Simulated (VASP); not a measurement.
# P in VASP: further runs, part 2 of 3

VASP 6.6.1.

## 3. Single point, PBE+D3(BJ)

This run uses another cell than the first one.

The input, INCAR:

```
ALGO = Normal
DIPOL = 0.5 0.5 0.500
EDIFF = 1E-6
ENCUT = 400
GGA = PE
GGA_COMPAT = False
IDIPOL = 3
ISIF = 2
ISMEAR = 0
IVDW = 12
LASPH = True
LCHARG = False
LDIPOL = True
LREAL = False
LWAVE = False
NBANDS = 18
NELM = 120
NELMDL = -8
PREC = Accurate
SIGMA = 0.02
```

The input, KPOINTS:

```
k-points
0
Gamma
  10 8 1
```

The input, POSCAR:

```
P
1.0
    3.2961957556      0.0000000000      0.0000000000
    0.0000000000      4.4391263596      0.0000000000
    0.0000000000      0.0000000000     30.3376758692
P
4
Direct
    0.0000000000      0.5825038165      0.4650088327
    0.5000000000      0.9174961835      0.4650088327
    0.5000000000      0.0825038165      0.5349911673
    0.0000000000      0.4174961835      0.5349911673
```

Potentials or basis: VASP PAW PBE potentials, release 64 (P).

On the command line:

```
> cat potpaw_PBE.64/P/POTCAR > POTCAR
> mpirun -np 1 vasp_std > vasp.out
```

OUTCAR:

```text
EDIFF = 1E-6
   ENCUT = 400
   GGA = PE
   ISIF = 2
   ISMEAR = 0
   IVDW = 12
   LASPH = True
   LREAL = False
   NELM = 120
   NELMDL = -8
   PREC = Accurate
 IVDW          = 12

 ion  position               nearest neighbor table
   1  0.000  0.583  0.465-   2 2.22   2 2.22   4 2.25
   2  0.500  0.917  0.465-   1 2.22   1 2.22   3 2.25
   3  0.500  0.083  0.535-   4 2.22   4 2.22   2 2.25
   4  0.000  0.417  0.535-   3 2.22   3 2.22   1 2.25

  LATTYP: Found a simple orthorhombic cell.
 ALAT       =     3.2961957556
 B/A-ratio  =     1.3467423323
 C/A-ratio  =     9.2038453170

  Lattice vectors:

 A1 = (   3.2961957556,   0.0000000000,   0.0000000000)
 A2 = (   0.0000000000,   4.4391263596,   0.0000000000)
 A3 = (   0.0000000000,   0.0000000000,  30.3376758692)

Analysis of symmetry for initial positions (statically):
=====================================================================
 Subroutine PRICEL returns:
 Original cell was already a primitive cell.

 Routine SETGRP: Setting up the symmetry group for a
 simple orthorhombic supercell.

 Subroutine GETGRP returns: Found  8 space group operations
 (whereof  4 operations were pure point group operations)
[... 181 lines left out ...]
  band No.  band energies     occupation
      1     -18.1762      2.00000
      2     -15.5638      2.00000
      3     -12.0515      2.00000
      4      -8.8115      2.00000
      5      -7.7260      2.00000
      6      -7.5844      2.00000
[... 481 lines left out ...]
      5      -8.2444      2.00000
      6      -8.2444      2.00000
[... 10 lines left out ...]
     17       3.0968      0.00000
     18       3.0968      0.00000

 [... further k-points ...]

------------------------ aborting loop because EDIFF is reached ----------------------------------------

 vacuum level on the upper side and lower side of the slab       (xc-potential included)        -0.008        -0.008

 Edisp (eV)   -0.98937

 E8    (eV) :    -0.4015

  FORCE on cell =-STRESS in cart. coord.  units (eV):
  Direction    XX          YY          ZZ          XY          YZ          ZX
  --------------------------------------------------------------------------------------
  -------------------------------------------------------------------------------------
  Total      -0.15929    -0.15102    -0.16551     0.00000     0.00000     0.00000
  in kB      -0.57492    -0.54506    -0.59737     0.00000     0.00000     0.00000
  external pressure =       -0.57 kB  Pullay stress =        0.00 kB

 VOLUME and BASIS-vectors are now :
 -----------------------------------------------------------------------------
  energy-cutoff  :      400.00
  volume of cell :      443.91
      direct lattice vectors                 reciprocal lattice vectors
     3.296195756  0.000000000  0.000000000     0.303380040  0.000000000  0.000000000
     0.000000000  4.439126360  0.000000000     0.000000000  0.225269551  0.000000000
     0.000000000  0.000000000 30.337675869     0.000000000  0.000000000  0.032962314

 POSITION                                       TOTAL-FORCE (eV/Angst)
 -----------------------------------------------------------------------------------
      0.00000      2.58581     14.10729         0.000000      0.033992      0.036921
      1.64810      4.07288     14.10729         0.000000     -0.033992      0.036921
      1.64810      0.36624     16.23039         0.000000      0.033992     -0.036921
      0.00000      1.85332     16.23039         0.000000     -0.033992     -0.036921
 -----------------------------------------------------------------------------------
    total drift:                                0.000000      0.000000     -0.000000

  FREE ENERGIE OF THE ION-ELECTRON SYSTEM (eV)
  ---------------------------------------------------
  free  energy   TOTEN  =       -22.4393567678 eV

  energy  without entropy=      -22.4393567678  energy(sigma->0) =      -22.43935677

 vacuum level on the upper side and lower side of the slab         1.871         1.871
```

Wall time 2.9 min (1 thread of Intel Xeon 8259CL, shared host); peak memory 0.41 GiB.

What came out:

```yaml
Free_energy: -22.4394 eV
Largest_force: 0.050 eV/Å
Band_gap_on_the_k_mesh: 0.75 eV
Dispersion_energy_per_atom: -0.247 eV
```

Forces on the atoms (eV/Å):
```
P    0.000  0.034  0.037
P    0.000 -0.034  0.037
P    0.000  0.034 -0.037
P    0.000 -0.034 -0.037
```

Levels at points of the mesh, in eV from the valence-band top:
| k point | band 6 | band 7 | band 8 | band 9 | band 10 | band 11 | band 12 | band 13 | band 14 | band 15 |
| --- | --- | --- | --- | --- | --- | --- | --- | --- | --- | --- |
| (0.00, 0.00, 0.00) | -4.55 | -3.45 | -1.87 | -1.76 | 0.00 | 0.75 | 1.58 | 2.74 | 3.47 | 4.36 |
| (0.50, 0.00, 0.00) | -4.80 | -2.74 | -2.74 | -2.03 | -2.03 | 1.31 | 1.31 | 1.96 | 1.96 | 3.55 |
| (0.00, 0.50, 0.00) | -3.10 | -2.55 | -2.55 | -1.03 | -1.03 | 2.11 | 2.11 | 3.48 | 3.48 | 3.60 |
| (0.50, 0.50, 0.00) | -5.00 | -4.87 | -4.87 | -1.31 | -1.31 | 2.42 | 2.42 | 4.28 | 4.28 | 5.69 |

Caveat: semilocal functionals underestimate gaps, and a narrow one can read as zero.

## 4. Single point, PBE

This run uses another cell than the first one.

The input, INCAR:

```
  PREC = Accurate
  ENCUT = 400
  EDIFF = 1E-6
  ISMEAR = 0
  SIGMA = 0.02
  LREAL = False
  LASPH = True
  NELM = 120
  ALGO = Normal
  ISIF = 2
  LWAVE = False
  LCHARG = False
  LDIPOL = True
  IDIPOL = 3
  DIPOL = 0.5 0.5 0.500
  GGA = PE
  NBANDS = 18
  GGA_COMPAT = False
  NELMDL = -8
```

The input, KPOINTS:

```
Automatic mesh
0
Gamma
  10 8 1
```

POSCAR is that of step 3.

On the command line:

```
> cat potpaw_PBE.64/P/POTCAR > POTCAR
> mpirun -np 1 vasp_std > vasp.out
```

Run time: 3 min. Hardware: 1 thread of Intel Xeon 8259CL, shared host; peak memory 0.4 GiB.

The run converged. Its results:

| Quantity | Value |
| --- | --- |
| Free energy | -21.4500 eV |
| Largest force | 0.056 eV/Å |
| Band gap on the k mesh | 0.75 eV |

Forces in eV/Å, atoms in the order of the input:
```
P    0.000  0.043 -0.035
P    0.000 -0.043 -0.035
P    0.000  0.043  0.035
P    0.000 -0.043  0.035
```

Levels at points of the mesh, in eV from the valence-band top:
```
           k point  band 7  band 8  band 9  band 10  band 11  band 12  band 13  band 14
(0.00, 0.00, 0.00)   -3.45   -1.87   -1.76     0.00     0.75     1.58     2.74     3.47
(0.50, 0.00, 0.00)   -2.74   -2.74   -2.03    -2.03     1.31     1.31     1.96     1.96
(0.00, 0.50, 0.00)   -2.55   -2.55   -1.03    -1.03     2.11     2.11     3.48     3.48
(0.50, 0.50, 0.00)   -4.87   -4.87   -1.31    -1.31     2.42     2.42     4.28     4.28
```

Caveat: semilocal functionals underestimate gaps, and a narrow one can read as zero.

## 5. Single point, LDA

This run uses another cell than the first one.

The input, INCAR:

```
PREC     = Accurate       # precision mode
ENCUT    = 400            # plane-wave cutoff, eV
EDIFF    = 1E-6           # SCF threshold, eV
ISMEAR   = 0              # smearing method
SIGMA    = 0.02           # smearing width, eV
LREAL    = F              # projectors in reciprocal space
LASPH    = T              # aspherical terms in the spheres
NELM     = 120            # most SCF steps
ALGO     = Normal         # electronic algorithm
ISIF     = 2              # what is computed and relaxed
LWAVE    = F              # write WAVECAR
LCHARG   = F              # write CHGCAR
LDIPOL   = T            
IDIPOL   = 3            
DIPOL    = 0.5 0.5 0.500
NBANDS   = 18             # bands
GGA_COMPAT= F            
NELMDL   = -8
```

The input, KPOINTS:

```
regular mesh
0
Gamma
  10 8 1
```

POSCAR is that of step 4.

Potentials or basis: VASP PAW LDA potentials, release 64 (P).

On the command line:

```
> cat potpaw_LDA.64/P/POTCAR > POTCAR
> mpirun -np 1 vasp_std > vasp.out
```

It took 3.1 min on 1 thread of Intel Xeon 8259CL, shared host; peak memory 0.31 GiB.

Results (log left out):

```
Free energy            : -23.7432 eV
Largest force          : 0.237 eV/Å
Band gap on the k mesh : 0.66 eV
```

Forces in eV/Å, atoms in the order of the input:
```
P    0.000  0.144  0.189
P    0.000 -0.144  0.189
P    0.000  0.144 -0.189
P    0.000 -0.144 -0.189
```

Levels at points of the mesh, in eV from the valence-band top:
```
           k point  band 6  band 7  band 8  band 9  band 10  band 11  band 12  band 13  band 14  band 15
(0.00, 0.00, 0.00)   -4.53   -3.47   -1.92   -1.77     0.00     0.66     1.49     2.65     3.41     4.41
(0.50, 0.00, 0.00)   -4.82   -2.74   -2.74   -2.05    -2.05     1.19     1.19     1.85     1.85     3.47
(0.00, 0.50, 0.00)   -3.13   -2.57   -2.57   -1.05    -1.05     2.03     2.03     3.42     3.42     3.51
(0.50, 0.50, 0.00)   -5.03   -4.90   -4.90   -1.31    -1.31     2.33     2.33     4.20     4.20     5.56
```

Caveat: semilocal functionals underestimate gaps, and a narrow one can read as zero.

## 6. Single point, PBE

This run uses another cell than the first one.

The input, INCAR:

```
SYSTEM = P
  PREC = Accurate
  ENCUT = 400
  EDIFF = 1E-6
  ISMEAR = 0
  SIGMA = 0.02
  LREAL = .FALSE.
  LASPH = .TRUE.
  NELM = 120
  ALGO = Normal
  ISIF = 2
  LWAVE = .FALSE.
  LCHARG = .FALSE.
  LDIPOL = .TRUE.
  IDIPOL = 3
  DIPOL = 0.5 0.5 0.500
  GGA = PE
  NBANDS = 18
  GGA_COMPAT = .FALSE.
  NELMDL = -8
```

The input, KPOINTS:

```
Automatic mesh
0
G
  10 8 1
  0 0 0
```

The input, POSCAR:

```
P
1.0
    3.3022354373      0.0000000000      0.0000000000
    0.0000000000      4.6274842286      0.0000000000
    0.0000000000      0.0000000000     30.3376758692
P
4
Direct
    0.0000000000      0.5889451806      0.4652706821
    0.5000000000      0.9110548194      0.4652706821
    0.5000000000      0.0889451806      0.5347293179
    0.0000000000      0.4110548194      0.5347293179
```

Potentials or basis: VASP PAW PBE potentials, release 64 (P).

On the command line:

```
> cat potpaw_PBE.64/P/POTCAR > POTCAR
> mpirun -np 1 vasp_std > vasp.out
```

OUTCAR:

```text
SYSTEM = P
   PREC = Accurate
   ENCUT = 400
   EDIFF = 1E-6
   ISMEAR = 0
   LREAL = .FALSE.
   LASPH = .TRUE.
   NELM = 120
   ISIF = 2
   GGA = PE
   NELMDL = -8

 ion  position               nearest neighbor table
   1  0.000  0.589  0.465-   2 2.22   2 2.22   4 2.26
   2  0.500  0.911  0.465-   1 2.22   1 2.22   3 2.26
   3  0.500  0.089  0.535-   4 2.22   4 2.22   2 2.26
   4  0.000  0.411  0.535-   3 2.22   3 2.22   1 2.26

  LATTYP: Found a simple orthorhombic cell.
 ALAT       =     3.3022354373
 B/A-ratio  =     1.4013186874
 C/A-ratio  =     9.1870117819

  Lattice vectors:

 A1 = (   3.3022354373,   0.0000000000,   0.0000000000)
 A2 = (   0.0000000000,   4.6274842286,   0.0000000000)
 A3 = (   0.0000000000,   0.0000000000,  30.3376758692)

Analysis of symmetry for initial positions (statically):
=====================================================================
 Subroutine PRICEL returns:
 Original cell was already a primitive cell.

 Routine SETGRP: Setting up the symmetry group for a
 simple orthorhombic supercell.

 Subroutine GETGRP returns: Found  8 space group operations
 (whereof  4 operations were pure point group operations)
 out of a pool of  8 trial point group operations.

The static configuration has the point symmetry C_2h.
 The point group associated with its full space group is D_2h.

Analysis of symmetry for dynamics (positions and initial velocities):
=====================================================================
 Subroutine PRICEL returns:
 Original cell was already a primitive cell.

 Routine SETGRP: Setting up the symmetry group for a
 simple orthorhombic supercell.

 Subroutine GETGRP returns: Found  8 space group operations
 (whereof  4 operations were pure point group operations)
 out of a pool of  8 trial point group operations.

The dynamic configuration has the point symmetry C_2h.
 The point group associated with its full space group is D_2h.

 Subroutine INISYM returns: Found  8 space group operations
[... 126 lines left out ...]
   GGA     = PE    functional components
   LHFCALC =     F    Hartree Fock is set to
   AEXX    =    0.0000 exact exchange contribution
   IVDW    =     0    specifies the selected vdW correction
   LEPSILON=     F    determine dielectric tensor
   LRPA    =     F    only Hartree local field effects (RPA)
 non-spin polarized calculation
 Gauss-broadening in eV      SIGMA  =   0.02
  energy-cutoff  :      400.00
  volume of cell :      463.59
 maximum number of plane-waves:      8473
 NGX is ok and might be reduce to    24
   NGX = 11   NGY = 15   NGZ = 99

 number of electron      20.0000004 magnetization

 dipolmoment           0.000000      0.000000      0.000000 electrons x Angstroem

 Free energy of the ion-electron system (eV)
  ---------------------------------------------------
  ext. energy  EPLUGINS =         0.00000000
  ---------------------------------------------------
  free energy    TOTEN  =       -21.47085971 eV

  energy without entropy =      -21.47085971  energy(sigma->0) =      -21.47085971

 E-fermi :  -3.0925     XC(G=0):  -2.0367

 val. band max:       -3.2295261645   @ k =   0.0000   0.0000   0.0000
 cond. band min:      -2.3126119634   @ k =   0.0000   0.0000   0.0000
 fundamental gap:      0.9169142011
 Fermi energy:        -3.0925193790

 k-point     1 :       0.0000    0.0000    0.0000
  band No.  band energies     occupation
      1     -18.1290      2.00000
      2     -15.6804      2.00000
      3     -12.3724      2.00000
      4      -8.8535      2.00000
      5      -7.9412      2.00000
      6      -7.6912      2.00000
[... 481 lines left out ...]
      5      -8.2694      2.00000
      6      -8.2694      2.00000
[... 10 lines left out ...]
     17       3.0785      0.00000
     18       3.0785      0.00000

 [... further k-points ...]

------------------------ aborting loop because EDIFF is reached ----------------------------------------

 vacuum level on the upper side and lower side of the slab       (xc-potential included)        -0.006        -0.006

  FORCE on cell =-STRESS in cart. coord.  units (eV):
  Direction    XX          YY          ZZ          XY          YZ          ZX
  --------------------------------------------------------------------------------------
  -------------------------------------------------------------------------------------
  Total       -0.1402745     -0.1640149     -0.1531046      0.0000000      0.0000000      0.0000000
  in kB       -0.4847902     -0.5668376     -0.5291315      0.0000000      0.0000000      0.0000000
  external PRESSURE =      -0.5269198 kB  Pullay stress =       0.0000000 kB

 VOLUME and BASIS-vectors are now :
 -----------------------------------------------------------------------------
  energy-cutoff  :      400.00
  volume of cell :      463.59
      direct lattice vectors                 reciprocal lattice vectors
     3.302235437  0.000000000  0.000000000     0.302825168  0.000000000  0.000000000
     0.000000000  4.627484229  0.000000000     0.000000000  0.216100142  0.000000000
     0.000000000  0.000000000 30.337675869     0.000000000  0.000000000  0.032962314

 POSITION                                       TOTAL-FORCE (eV/Angst)
 -----------------------------------------------------------------------------------
      0.00000      2.72533     14.11523         0.000000      0.031482      0.034417
      1.65112      4.21589     14.11523        -0.000000     -0.031482      0.034417
      1.65112      0.41159     16.22244         0.000000      0.031482     -0.034417
      0.00000      1.90215     16.22244        -0.000000     -0.031482     -0.034417
 -----------------------------------------------------------------------------------
    total drift:                               -0.000000      0.000000     -0.000000

  FREE ENERGIE OF THE ION-ELECTRON SYSTEM (eV)
  ---------------------------------------------------
  free  energy   TOTEN  =       -21.4708597077 eV

  energy  without entropy=      -21.4708597077  energy(sigma->0) =      -21.47085971

 vacuum level on the upper side and lower side of the slab         1.809         1.809
```

Run time: 3.1 min. Hardware: 1 thread of Intel Xeon 8259CL, shared host; peak memory 0.41 GiB.

Results:

| Quantity | Value |
| --- | --- |
| Free energy | -21.4709 eV |
| Largest force | 0.047 eV/Å |
| Band gap on the k mesh | 0.92 eV |

Forces in eV/Å, atoms in the order of the input:
```
P    0.000  0.031  0.034
P    0.000 -0.031  0.034
P    0.000  0.031 -0.034
P    0.000 -0.031 -0.034
```

Levels at points of the mesh, in eV from the valence-band top:
```
           k point  band 6  band 7  band 8  band 9  band 10  band 11  band 12  band 13  band 14  band 15
(0.00, 0.00, 0.00)   -4.46   -3.28   -1.71   -1.64     0.00     0.92     1.68     2.70     3.32     4.42
(0.50, 0.00, 0.00)   -4.90   -2.69   -2.69   -1.93    -1.93     1.25     1.25     2.19     2.19     3.74
(0.00, 0.50, 0.00)   -2.90   -2.49   -2.49   -1.26    -1.26     2.12     2.12     3.64     3.64     3.68
(0.50, 0.50, 0.00)   -4.89   -4.55   -4.55   -1.10    -1.10     2.41     2.41     3.83     3.83     5.32
```

(Continued in part 3 of 3.)
